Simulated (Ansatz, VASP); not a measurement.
One calculation of LiMg2, two programs

File INCAR:

```
SYSTEM = LiMg2
  ALGO = Normal
  EDIFF = 1E-8
  ENCUT = 520
  GGA = CA
  ISIF = 2
  ISMEAR = -1
  LASPH = .TRUE.
  LCHARG = .FALSE.
  LEFG = .TRUE.
  LREAL = .FALSE.
  LWAVE = .FALSE.
  NBANDS = 10
  NELM = 80
  PREC = Accurate
  SIGMA = 0.05
```

File KPOINTS:

```
k-points
0
G
  11 11 11
  0 0 0
```

File POSCAR:

```
LiMg2
1.0
    4.0009939698     -1.2724036673      0.0000000000
    4.0009939698      1.2724036673      0.0000000000
   -0.8089907092      0.0000000000      2.4214055083
Li Mg
1 2
Direct
    0.5000000000      0.5000000000      0.5000000000
    0.8413175900      0.8413175900      0.8411383200
    0.1586824100      0.1586824100      0.1588616800
```

Input for Ansatz:

```yaml
crystal:
  lattice:
    - [4.0009939698, -1.2724036673, 0.0]
    - [4.0009939698, 1.2724036673, 0.0]
    - [-0.8089907092, 0.0, 2.4214055083]
  atoms:
    - { symbol: Li, position: [0.5, 0.5, 0.5] }
    - { symbol: Mg, position: [0.84131759, 0.84131759, 0.84113832] }
    - { symbol: Mg, position: [0.15868241, 0.15868241, 0.15886168] }
kpoints:
  mp_grid: { grid: [11, 11, 11] }
  band_path:
    path:
      - [0.0, 0.0, 0.0]
      - [-0.2781067995, 0.2781067995, 0.0]
      - [-0.7218932005, -0.2781067995, 0.0]
      - [-0.5, -0.5, 0.0]
      - [0.0, 0.0, 0.0]
      - [-0.5, -0.5, 0.5]
      - [-0.7498096649, -0.2501903351, 0.5]
      - [-0.2501903351, 0.2501903351, 0.5]
      - [0.0, 0.0, 0.5]
    npoints: 6
scf:
  occupations: { method: fermi_dirac, width: 0.05 }
hamiltonian:
  xc: lda
  pseudopotentials: { kind: paw }
output:
  forces: true
  stress: true
  eigenvalues: true
  efg: { contact_densities: true }
  populations: true
```

Change from the starting cell: volume scaled by 0.4, PAW files.

Alike in both runs: task electric field gradients; functional LDA; k mesh 11 × 11 × 11; occupations fermi-dirac, width 0.05 eV; no spin polarisation.

```csv
,VASP,Ansatz
version,VASP 6.6.1,Ansatz 0.2.0
potentials or method,"VASP PAW LDA potentials, release 64 (Li_sv, Mg)","PAW with Ansatz's default frozen-core files, scalar-relativistic"
plane-wave cutoff (eV),520,420
valence electrons in the cell,7,23
```

```tsv
	VASP	Ansatz	Ansatz less VASP
rms of the force components (eV/Å)	0.969	0.918	-0.0511
size of Vzz on the site where it differs most (V/Å²)	3.7	4.7	+0.94
```

LDA's correlation is that of Perdew and Zunger in VASP and of Perdew and Wang (1992) in Ansatz. Atom by atom the forces differ by 0.051 eV/Å (rms over components). VASP's potentials hold 7 valence electrons a cell and Ansatz's 23, so a difference there can come from the potentials and not from the codes.

Noted on VASP's run: the cutoff is under 1.25 times that of the potentials, so the pressure is a little rough; the cell as given lies far from equilibrium.
